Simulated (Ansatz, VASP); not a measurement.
## SnO2 in VASP and in Ansatz

```xyz
6
Lattice="4.8273 0.0000 0.0000 0.0000 4.8273 0.0000 0.0000 0.0000 3.2380" Properties=species:S:1:pos:R:3 pbc="T T T"
Sn    0.0000    0.0000    0.0000
Sn    2.4137    2.4137    1.6190
O     1.4800    1.4800    0.0000
O     0.9337    3.8936    1.6190
O     3.3474    3.3474    0.0000
O     3.8936    0.9337    1.6190
```

Alike in both runs: functional PBE; k mesh 6 × 6 × 8; no spin polarisation.

Ansatz relaxed the structure, and its values are those at the end. VASP's run is a single point on that final structure, the one shown.

|  | VASP | Ansatz |
| --- | --- | --- |
| version | VASP 6.6.1 | Ansatz 0.2.0 |
| potentials or method | VASP PAW PBE potentials, release 64 (Sn_d, O), cutoff 520 eV | plane waves, PAW |
| occupations | gaussian, width 0.01 eV | fixed |
| valence electrons in the cell | 52 | 52 |

|  | VASP | Ansatz | Ansatz less VASP |
| --- | --- | --- | --- |
| pressure (GPa) | 0.6 | 0.0 | -0.60 |
| rms of the force components (eV/Å) | 0.008 | 0.000 | -0.0076 |
